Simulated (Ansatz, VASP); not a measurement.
AlN in VASP and in Ansatz

The input INCAR:

```
PREC = Accurate ; ENCUT = 520
EDIFF = 1E-6 ; ISMEAR = 0
SIGMA = 0.05 ; LREAL = F
LASPH = T ; NELM = 80
ALGO = Normal ; ISIF = 2
LWAVE = F ; LCHARG = F
GGA = CA ; NBANDS = 16
```

Contents of KPOINTS:

```
Automatic mesh
0
Gamma
  9 9 6
```

POSCAR

```
AlN
1.0
    3.0115238416      0.0000000000      0.0000000000
   -1.5057619208      2.6080561509      0.0000000000
    0.0000000000      0.0000000000      4.8201746025
Al N
2 2
Direct
    0.3204731808      0.6409463615      0.0015212672
    0.6795268192      0.3590536385      0.5015212672
    0.3448088621      0.6896177243      0.3834787328
    0.6551911379      0.3103822757      0.8834787328
```

Input for Ansatz:

```yaml
crystal:
  lattice:
    - [3.0115238416, 0.0, 0.0]
    - [-1.5057619208, 2.6080561509, 0.0]
    - [0.0, 0.0, 4.8201746025]
  atoms:
    - { symbol: Al, position: [0.3204731808, 0.6409463615, 0.0015212672] }
    - { symbol: Al, position: [0.6795268192, 0.3590536385, 0.5015212672] }
    - { symbol: "N", position: [0.3448088621, 0.6896177243, 0.3834787328] }
    - { symbol: "N", position: [0.6551911379, 0.3103822757, 0.8834787328] }
basis:
  ecutwfc: 520.0
kpoints:
  mp_grid: { grid: [9, 9, 6] }
hamiltonian:
  xc: lda
scf:
  occupations: { method: gaussian, width: 0.05 }
output:
  forces: true
  stress: true
  eigenvalues: true
```

Change from the starting cell: mode 5 frozen in at -0.069 Å, equal normal strain along x, y and z -0.0250.

Alike in both runs: task single point; functional LDA; k mesh 9 × 9 × 6; occupations gaussian, width 0.05 eV; no spin polarisation.

|  | VASP | Ansatz |
| --- | --- | --- |
| version | VASP 6.6.1 | Ansatz 0.2.0 |
| potentials or method | VASP PAW LDA potentials, release 64 (Al, N), cutoff 520 eV | scalar-relativistic, plane waves, PAW |
| valence electrons in the cell | 16 | 16 |

```csv
,VASP,Ansatz,Ansatz less VASP
gap on the k mesh at the Fermi level (eV),4.88,4.90,+0.025
least direct gap on the mesh (eV),5.06,5.05,-0.007
pressure (GPa),19.3,18.4,-0.91
"traceless stress, the component that is largest in VASP (GPa)",-0.89,-0.83,+0.058
rms of the force components (eV/Å),0.164,0.165,+0.0003
```

LDA's correlation is that of Perdew and Zunger in VASP and of Perdew and Wang (1992) in Ansatz. Atom by atom the forces differ by 0.002 eV/Å (rms over components).
